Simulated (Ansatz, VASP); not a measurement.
PbO2 in VASP and in Ansatz

```
Pb O
1.0
     4.95770    0.00000    0.00000
     0.00000    4.95770    0.00000
     0.00000    0.00000    3.38790
Pb O
2 4
Direct
  0.00000 0.00000 0.00000
  0.50000 0.50000 0.50000
  0.30677 0.30677 0.00000
  0.19323 0.80677 0.50000
  0.69323 0.69323 0.00000
  0.80677 0.19323 0.50000
```

Alike in both runs: functional PBE; k mesh 8 × 8 × 10; occupations gaussian, width 0.1 eV; no spin polarisation.

Ansatz relaxed the structure, and its values are those at the end. VASP's run is a single point on that final structure, the one shown.

```csv
,VASP,Ansatz
version,VASP 6.6.1,Ansatz 0.2.0
potentials or method,"VASP PAW PBE potentials, release 64 (Pb_d, O), cutoff 520 eV","scalar-relativistic, plane waves, PAW"
valence electrons in the cell,52,52
```

|  | VASP | Ansatz | Ansatz less VASP |
| --- | --- | --- | --- |
| pressure (GPa) | 9.2 | 8.9 | -0.30 |
| rms of the force components (eV/Å) | 0.010 | 0.006 | -0.0044 |

Ansatz's warnings: stress scf threshold loose.

Neither program's run includes spin-orbit coupling.
